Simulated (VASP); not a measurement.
# Sb (I4/mmm) in VASP: single point with PBE+D3(BJ)

Aim: the single point of Sb with PBE+D3(BJ).

Everything below comes from runs of VASP 6.6.1. Logs are shortened: lines on timing, memory, paths and dates and some standing lists are left out, and cuts for length are marked.

## (1) The cell of the first run

Symmetry: I4/mmm, No. 139, tetragonal system. The conventional cell has a = 3.743 Å, b = 3.743 Å, c = 3.883 Å, α = 90.00°, β = 90.00°, γ = 90.00°. Within 4.3 Å of Sb (site symmetry 4/mmm) lie 14 Sb at 3.28 to 3.88 Å.

## (2) Single point, PBE+D3(BJ) (strain +0.0375 x Voigt [0, 1, 0, 0, 0, 0])

Contents of INCAR:

```
SYSTEM = Sb
PREC = Accurate ; ENCUT = 520
EDIFF = 1E-6 ; ISMEAR = 0
SIGMA = 0.15 ; LREAL = .FALSE.
LASPH = .TRUE. ; NELM = 100
ALGO = Normal ; ISIF = 2
LWAVE = .FALSE. ; LCHARG = .FALSE.
GGA = PE ; IVDW = 12
NBANDS = 8
```

Contents of KPOINTS:

```
regular mesh
0
G
  18 18 18
  0 0 0
```

Contents of POSCAR:

```
Sb
1.0
   -1.8713408863      1.9415161695      1.8713408863
    1.8713408863     -1.9415161695      1.8713408863
    1.8713408863      1.9415161695     -1.8713408863
Sb
1
Direct
    0.0000000000      0.0000000000      0.0000000000
```

Potentials or basis: VASP PAW PBE potentials, release 64 (Sb).

The run is started by

```bash
cat potpaw_PBE.64/Sb/POTCAR > POTCAR
mpirun -np 1 vasp_std > vasp.out
```

OUTCAR:

```text
SYSTEM = Sb
   PREC = Accurate
   ENCUT = 520
   EDIFF = 1E-6
   ISMEAR = 0
   LREAL = .FALSE.
   LASPH = .TRUE.
   NELM = 100
   ISIF = 2
   GGA = PE
   IVDW = 12
 IVDW          = 12

 ion  position               nearest neighbor table
   1  0.000  0.000  0.000-

  LATTYP: Found a body centered tetragonal cell.
 ALAT       =     3.7426817726
 C/A-ratio  =     1.0375000000

  Lattice vectors:

 A1 = (  -1.8713408863,  -1.9415161695,   1.8713408863)
 A2 = (   1.8713408863,  -1.9415161695,  -1.8713408863)
 A3 = (   1.8713408863,   1.9415161695,   1.8713408863)

Analysis of symmetry for initial positions (statically):
=====================================================================
 Subroutine PRICEL returns:
 Original cell was already a primitive cell.

 Routine SETGRP: Setting up the symmetry group for a
 body centered tetragonal supercell.

 Subroutine GETGRP returns: Found 16 space group operations
 (whereof 16 operations were pure point group operations)
 out of a pool of 16 trial point group operations.

The static configuration has the point symmetry D_4h.

Analysis of symmetry for dynamics (positions and initial velocities):
=====================================================================
 Subroutine PRICEL returns:
 Original cell was already a primitive cell.

 Routine SETGRP: Setting up the symmetry group for a
 body centered tetragonal supercell.

 Subroutine GETGRP returns: Found 16 space group operations
 (whereof 16 operations were pure point group operations)
 out of a pool of 16 trial point group operations.

The dynamic configuration has the point symmetry D_4h.

 Subroutine INISYM returns: Found 16 space group operations
 (whereof 16 operations are pure point group operations),
 and found     1 'primitive' translations

----------------------------------------------------------------------------------------

                                     Primitive cell

  volume of cell :      27.1961

  direct lattice vectors                    reciprocal lattice vectors
    -1.871340886  1.941516170  1.871340886     0.000000000  0.257530691  0.267188092
     1.871340886 -1.941516170  1.871340886     0.267188092  0.000000000  0.267188092
     1.871340886  1.941516170 -1.871340886     0.267188092  0.257530691  0.000000000

  length of vectors
     3.282273368  3.282273368  3.282273368     0.371095046  0.377861023  0.371095046

  position of ions in fractional coordinates (direct lattice)
     0.000000000  0.000000000  0.000000000

  ion indices of the primitive-cell ions
   primitive index   ion index
                 1           1

----------------------------------------------------------------------------------------

 KPOINTS: regular mesh

Automatic generation of k-mesh.
 Grid dimensions read from file:
 generate k-points for:   18   18   18

 Generating k-lattice:

  Cartesian coordinates                     Fractional coordinates (reciprocal lattice)
     0.000000000  0.014307261  0.014843783     0.055555556 -0.000000000  0.000000000
     0.014843783  0.000000000  0.014843783     0.000000000  0.055555556  0.000000000
     0.014843783  0.014307261  0.000000000     0.000000000 -0.000000000  0.055555556

  Length of vectors
     0.020616391  0.020992279  0.020616391

  Shift w.r.t. Gamma in fractional coordinates (k-lattice)
     0.000000000  0.000000000  0.000000000

 Subroutine IBZKPT returns following result:
 ===========================================

 Found    480 irreducible k-points:

 Following reciprocal coordinates:
            Coordinates               Weight
  0.000000  0.000000  0.000000      1.000000
  0.055556  0.000000 -0.000000      8.000000
  0.111111  0.000000 -0.000000      8.000000
  0.166667  0.000000 -0.000000      8.000000
  0.222222  0.000000 -0.000000      8.000000
  0.277778  0.000000 -0.000000      8.000000
[... 16 lines left out ...]
 -0.333333  0.055556  0.000000     16.000000
 -0.277778  0.055556  0.000000     16.000000
 [... further k-points ...]
   k-points           NKPTS =    480   k-points in BZ     NKDIM =    480   number of bands    NBANDS=      8
   number of dos      NEDOS =    301   number of ions     NIONS =      1
   total plane-waves  NPLWV =  13824
   dimension x,y,z NGX =    24 NGY =   24 NGZ =   24
   dimension x,y,z NGXF=    48 NGYF=   48 NGZF=   48
   ions per type =               1
   NGX,Y,Z   is equivalent  to a cutoff of  12.16, 12.16, 12.16 a.u.
   NGXF,Y,Z  is equivalent  to a cutoff of  24.31, 24.31, 24.31 a.u.
 SYSTEM =  Sb
   PREC   = accura    normal or accurate (medium, high low for compatibility)
   ISTART =      0    job   : 0-new  1-cont  2-samecut
   ICHARG =      2    charge: 1-file 2-atom 10-const
   ISPIN  =      1    spin polarized calculation?
   LNONCOLLINEAR =      F non collinear calculations
   LSORBIT =      F    spin-orbit coupling
   LASPH  =      T    aspherical Exc in radial PAW
   ENCUT  =  520.0 eV  38.22 Ry    6.18 a.u.   6.10  6.10  6.10*2*pi/ulx,y,z
   NELM   =    100;   NELMIN=  2; NELMDL= -5     # of ELM steps
   EDIFF  = 0.1E-05   stopping-criterion for ELM
   LREAL  =      F    real-space projection
   EDIFFG = 0.1E-04   stopping-criterion for IOM
   NSW    =      0    number of steps for IOM
   IBRION =     -1    ionic relax: 0-MD 1-quasi-New 2-CG
   NFREE  =      0    steps in history (QN), initial steepest desc. (CG)
   ISIF   =      2    stress and relaxation
   ISYM   =      2    0-nonsym 1-usesym 2-fastsym
   POTIM  = 0.5000    time-step for ionic-motion
   TEBEG  =    0.0;   TEEND  =   0.0 temperature during run
   PSTRESS=    0.0 pullay stress
   NELECT =       5.0000    total number of electrons
   NUPDOWN=      -1.0000    fix difference up-down
   EMIN   =  10.00;   EMAX   =-10.00  energy-range for DOS
   EFERMI =   0.00;   METHOD = LEGACY
   ISMEAR =     0;   SIGMA  =   0.15  broadening in eV -4-tet -1-fermi 0-gaus
   EFERMI_NEDOS =   21; number of points for ismear=-14 and -15
   IALGO  =     38    algorithm
   IMIX   =      4    mixing-type and parameters
     AMIX     =   0.40;   BMIX     =  1.00
     AMIX_MAG =   1.60;   BMIX_MAG =  1.00
  volume/ion in A,a.u.               =      27.20       183.53
  Fermi-wavevector in a.u.,A,eV,Ry     =   0.930885  1.759117 11.790079  0.866546
  Thomas-Fermi vector in A             =   2.057320
   LORBIT       =      0    0 simple, 1 ext, 2 COOP (PROOUT), +10 PAW based schemes
   GGA     = PE    functional components
   LHFCALC =     F    Hartree Fock is set to
   AEXX    =    0.0000 exact exchange contribution
   IVDW    =    12    specifies the selected vdW correction
   LEPSILON=     F    determine dielectric tensor
   LRPA    =     F    only Hartree local field effects (RPA)
 non-spin polarized calculation
 Gauss-broadening in eV      SIGMA  =   0.15
  energy-cutoff  :      520.00
  volume of cell :       27.20
 maximum number of plane-waves:       750
   NGX = 13   NGY = 13   NGZ = 13

 number of electron       5.0000000 magnetization

 Free energy of the ion-electron system (eV)
  ---------------------------------------------------
  ext. energy  EPLUGINS =         0.00000000
  ---------------------------------------------------
  free energy    TOTEN  =        -3.90915420 eV

  energy without entropy =       -3.90172330  energy(sigma->0) =       -3.90543875

 E-fermi :   8.3265     XC(G=0): -10.1858

 val. band max:        8.3253929747   @ k =   0.2778   0.1667  -0.0000
 cond. band min:       8.3439641148   @ k =   0.1667   0.1667   0.1667
 fundamental gap:      0.0185711401
 Fermi energy:         8.3265216815

 k-point     1 :       0.0000    0.0000    0.0000
  band No.  band energies     occupation
      1      -4.4454      2.00000
      2      13.6378      0.00000
      3      13.7685      0.00000
      4      13.7685      0.00000
      5      18.6460      0.00000
      6      18.6460      0.00000
      7      19.2220      0.00000
      8      19.8035      0.00000

 k-point     2 :       0.0556    0.0000   -0.0000
  band No.  band energies     occupation
      1      -4.3821      2.00000
      2      13.1587      0.00000
      3      13.5602      0.00000
      4      13.6648      0.00000
      5      18.3207      0.00000
      6      18.4601      0.00000
      7      19.2396      0.00000
      8      19.5097      0.00000

 k-point     3 :       0.1111    0.0000   -0.0000
  band No.  band energies     occupation
      1      -4.1927      2.00000
      2      11.8817      0.00000
      3      13.0478      0.00000
      4      13.5313      0.00000
      5      17.5757      0.00000
      6      17.8402      0.00000
      7      19.3782      0.00000
      8      19.6401      0.00000

 k-point     4 :       0.1667    0.0000   -0.0000
  band No.  band energies     occupation
      1      -3.8786      2.00000
      2      10.3089      0.00000
      3      12.4161      0.00000
      4      13.3279      0.00000
      5      16.8534      0.00000
      6      17.2155      0.00000
      7      19.2092      0.00000
      8      19.8938      0.00000

 k-point     5 :       0.2222    0.0000   -0.0000
  band No.  band energies     occupation
      1      -3.4428      2.00000
      2       8.6722      0.00112
      3      11.7851      0.00000
      4      13.0753      0.00000
      5      16.2385      0.00000
      6      16.6712      0.00000
      7      19.2722      0.00000
      8      20.2477      0.00000

 k-point     6 :       0.2778    0.0000   -0.0000
  band No.  band energies     occupation
      1      -2.8920      2.00000
      2       7.0768      2.00000
      3      11.2188      0.00000
      4      12.8092      0.00000
      5      15.7392      0.00000
      6      16.2219      0.00000
      7      19.5430      0.00000
      8      20.6986      0.00000

 k-point     7 :       0.3333    0.0000   -0.0000
  band No.  band energies     occupation
      1      -2.2409      2.00000
      2       5.5841      2.00000
      3      10.7527      0.00000
      4      12.5655      0.00000
      5      15.3547      0.00000
      6      15.8714      0.00000
      7      19.9807      0.00000
      8      21.2492      0.00000
[... 133 lines left out ...]
 k-point    20 :       0.5000    0.0556   -0.0000
  band No.  band energies     occupation
      1      -0.5922      2.00000
      2       2.9467      2.00000
      3       9.8125      0.00000
      4      11.8769      0.00000
      5      15.1559      0.00000
      6      15.9611      0.00000
      7      21.2720      0.00000
      8      22.4738      0.00000

 k-point    21 :      -0.4444    0.0556    0.0000
  band No.  band energies     occupation
      1      -1.1445      2.00000
      2       3.7508      2.00000
      3       9.9454      0.00000
      4      11.9710      0.00000
      5      15.2581      0.00000
      6      16.0725      0.00000
      7      20.8868      0.00000
      8      22.2398      0.00000

 k-point    22 :      -0.3889    0.0556    0.0000
  band No.  band energies     occupation
      1      -1.8567      2.00000
      2       4.9563      2.00000
      3      10.2182      0.00000
      4      12.1482      0.00000
      5      15.4656      0.00000
      6      16.2687      0.00000
      7      20.2405      0.00000
      8      21.6611      0.00000

 k-point    23 :      -0.3333    0.0556    0.0000
  band No.  band energies     occupation
      1      -2.5437      2.00000
      2       6.3663      2.00000
      3      10.6240      0.00000
      4      12.3953      0.00000
      5      15.7792      0.00000
      6      16.5393      0.00000
      7      19.6796      0.00000
      8      21.1567      0.00000

 k-point    24 :      -0.2778    0.0556    0.0000
  band No.  band energies     occupation
      1      -3.1444      2.00000
      2       7.8971      1.99995
      3      11.1519      0.00000
      4      12.6891      0.00000
      5      16.1991      0.00000
      6      16.8642      0.00000
      7      19.2888      0.00000
      8      20.7531      0.00000

 [... further k-points ...]

------------------------ aborting loop because EDIFF is reached ----------------------------------------

 Edisp (eV)   -0.51999

 E8    (eV) :    -0.2403

  FORCE on cell =-STRESS in cart. coord.  units (eV):
  Direction    XX          YY          ZZ          XY          YZ          ZX
  --------------------------------------------------------------------------------------
  -------------------------------------------------------------------------------------
  Total      -0.43892    -0.67576    -0.43892     0.00000     0.00000     0.00000
  in kB     -25.85766   -39.81025   -25.85766     0.00000     0.00000     0.00000
  external pressure =      -30.51 kB  Pullay stress =        0.00 kB

 VOLUME and BASIS-vectors are now :
 -----------------------------------------------------------------------------
  energy-cutoff  :      520.00
  volume of cell :       27.20
      direct lattice vectors                 reciprocal lattice vectors
    -1.871340886  1.941516170  1.871340886     0.000000000  0.257530691  0.267188092
     1.871340886 -1.941516170  1.871340886     0.267188092  0.000000000  0.267188092
     1.871340886  1.941516170 -1.871340886     0.267188092  0.257530691  0.000000000

 POSITION                                       TOTAL-FORCE (eV/Angst)
 -----------------------------------------------------------------------------------
      0.00000      0.00000      0.00000        -0.000000      0.000000      0.000000
 -----------------------------------------------------------------------------------
    total drift:                                0.000000     -0.000000     -0.000000

  FREE ENERGIE OF THE ION-ELECTRON SYSTEM (eV)
  ---------------------------------------------------
  free  energy   TOTEN  =        -4.4291440360 eV

  energy  without entropy=       -4.4217131384  energy(sigma->0) =       -4.42542859
```

It took 51 s on 1 thread of AMD EPYC 7R43 (Zen 3), shared host; peak memory 0.18 GiB.

Results:

* Free energy: -4.4291 eV
* Pressure: -3.1 GPa
* Dispersion energy per atom: -0.520 eV

Levels at points of the mesh, in eV from the Fermi level:
```tsv
k point	band 1	band 2	band 3	band 4	band 5	band 6
(0.00, 0.00, 0.00)	-12.77	5.31	5.44	5.44	10.32	10.32
(0.50, 0.00, 0.00)	-8.86	-5.56	1.80	3.88	6.54	7.09
(0.00, 0.50, 0.00)	-8.66	-5.47	1.41	3.32	6.07	6.55
(0.50, 0.50, 0.50)	-5.67	-2.39	-1.76	-1.76	2.88	3.14
```

Caveat: the cell differs from its parent crystal (strain +0.0375 x Voigt [0, 1, 0, 0, 0, 0]); spin-orbit coupling is left out, which moves the levels of the heavy elements; pairwise dispersion overbinds metals, which lowers pressure and volume.
